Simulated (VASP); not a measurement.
A run of VASP 6.6.1:

Contents of INCAR:

```
PREC     = Accurate       # precision mode
ENCUT    = 520            # plane-wave cutoff, eV
EDIFF    = 1E-6           # SCF threshold, eV
ISMEAR   = -1             # smearing method
SIGMA    = 0.05           # smearing width, eV
LREAL    = False          # projectors in reciprocal space
LASPH    = True           # aspherical terms in the spheres
NELM     = 80             # most SCF steps
ALGO     = Normal         # electronic algorithm
ISIF     = 2              # what is computed and relaxed
LWAVE    = False          # write WAVECAR
LCHARG   = False          # write CHGCAR
GGA      = PE             # functional
NBANDS   = 16             # bands
```

The input KPOINTS:

```
Automatic mesh
0
Gamma
  11 11 11
```

POSCAR

```
HgTe
1.0
    3.1176361866      0.0000000000      0.0000000000
    0.0000000000      3.1176361866      0.0000000000
    0.0000000000      0.0000000000      3.1176361866
Hg Te
1 1
Direct
    0.0000000000      0.0000000000      0.0000000000
    0.5000000000      0.5000000000      0.5000000000
```

Potentials or basis: VASP PAW PBE potentials, release 64 (Hg, Te).

Launch:

```console
$ cat potpaw_PBE.64/Hg/POTCAR potpaw_PBE.64/Te/POTCAR > POTCAR
$ mpirun -np 1 vasp_std > vasp.out
```

Hardware: 1 thread of Intel Xeon 8259CL (shared host).

Q: Estimate the wall time of this run.

A: Run time: 12 s on 1 thread of Intel Xeon 8259CL (shared host), peak memory 0.16 GiB. Counts: scf iterations 11, k points 56.
